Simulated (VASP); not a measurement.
Set up this calculation in VASP 6.6.1, as the native input.

- Task: single point
- Functional: BLYP
- Potentials or basis: VASP PAW PBE potentials, release 64 (Hg, Te)
- Cutoff: 520 eV
- k mesh: 7 × 7 × 7
- Occupations: fermi-dirac, width 0.05 eV
- Spin: no spin polarisation
- Dipole correction: no
- Further INCAR settings: ALGO = Normal; EDIFF = 1e-07; NBANDS = 16

The structure of HgTe lies in POSCAR:

```
HgTe
1.0
    0.0000000000      3.1800000000      3.1800000000
    3.1800000000      0.0000000000      3.1800000000
    3.1800000000      3.1800000000      0.0000000000
Hg Te
1 1
Direct
    0.0000000000      0.0000000000      0.0000000000
    0.5000000000      0.5000000000      0.5000000000
```

The input as run:

INCAR

```
SYSTEM = HgTe
PREC = Accurate
ENCUT = 520
EDIFF = 1E-7
ISMEAR = -1
SIGMA = 0.05
LREAL = .FALSE.
LASPH = .TRUE.
NELM = 100
ALGO = Normal
ISIF = 2
LWAVE = .FALSE.
LCHARG = .FALSE.
GGA = B5
ALDAX = 1.0
AGGAX = 1.0
AGGAC = 1.0
ALDAC = 0.0
NBANDS = 16
```

KPOINTS

```
regular mesh
0
G
  7 7 7
  0 0 0
```

Potentials or basis: VASP PAW PBE potentials, release 64 (Hg, Te).

Launch:

```console
$ cat potpaw_PBE.64/Hg/POTCAR potpaw_PBE.64/Te/POTCAR > POTCAR
$ mpirun -np 1 vasp_std > vasp.out
```

It gave:

The pressure is 0.0 GPa and the band gap on the k mesh is zero (band 9 reaches 3.69 eV, above the bottom of band 10 at 1.80 eV).

Caveat: the PAW data sets were made with another functional, which shifts forces and pressure a little; spin-orbit coupling is left out, which moves the levels of the heavy elements.

Run time: 27 s on 1 thread of AMD EPYC 9R45 96-Core Processor (Zen 5), on a shared host, peak memory 0.18 GiB.
